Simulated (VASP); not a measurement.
Input of a VASP 6.6.1 run:

The input INCAR:

```
ALGO = Normal ; EDIFF = 1E-6
ENCUT = 520 ; GGA = PE
ISIF = 2 ; ISMEAR = 0
LASPH = T ; LCHARG = F
LREAL = F ; LWAVE = F
NBANDS = 38 ; NELM = 80
PREC = Accurate ; SIGMA = 0.1
```

The input KPOINTS:

```
k-points
0
Gamma
  6 6 2
```

File POSCAR:

```
Ca2Ta3O
1.0
    3.5270007100      0.0000000000      0.0000000000
    0.0000000000      3.5270007100      0.0000000000
    0.0000000000      0.0000000000      8.5977443400
Ca Ta O
2 3 1
Direct
    0.0000000000      0.0000000000      0.0094770000
    0.5000000000      0.5000000000      0.4938240100
    0.0000000000      0.0000000000      0.6709480300
    0.0000000000      0.0000000000      0.3257620000
    0.5000000000      0.5000000000      0.8341779700
    0.5000000000      0.5000000000      0.1658110000
```

Potentials or basis: VASP PAW PBE potentials, release 64 (Ca_sv, Ta_pv, O).

Command:

```sh
$ cat potpaw_PBE.64/Ca_sv/POTCAR potpaw_PBE.64/Ta_pv/POTCAR potpaw_PBE.64/O/POTCAR > POTCAR
$ mpirun -np 1 vasp_std > vasp.out
```

Question: Predict the pressure.

Answer: 8.8 GPa.

Question: Predict the largest force.

Answer: 2.775 eV/Å.

Forces in eV/Å, atoms in the order of the input:
```
Ca   0.000  0.000  2.625
Ca   0.000  0.000 -0.406
Ta   0.000  0.000  1.368
Ta   0.000  0.000 -0.720
Ta   0.000  0.000 -2.775
O    0.000  0.000 -0.092
```

Caveat: the k points lie up to 0.37 Å⁻¹ apart; an odd number of electrons without spin polarisation forces a metal; a magnetic or distorted state may lie lower.
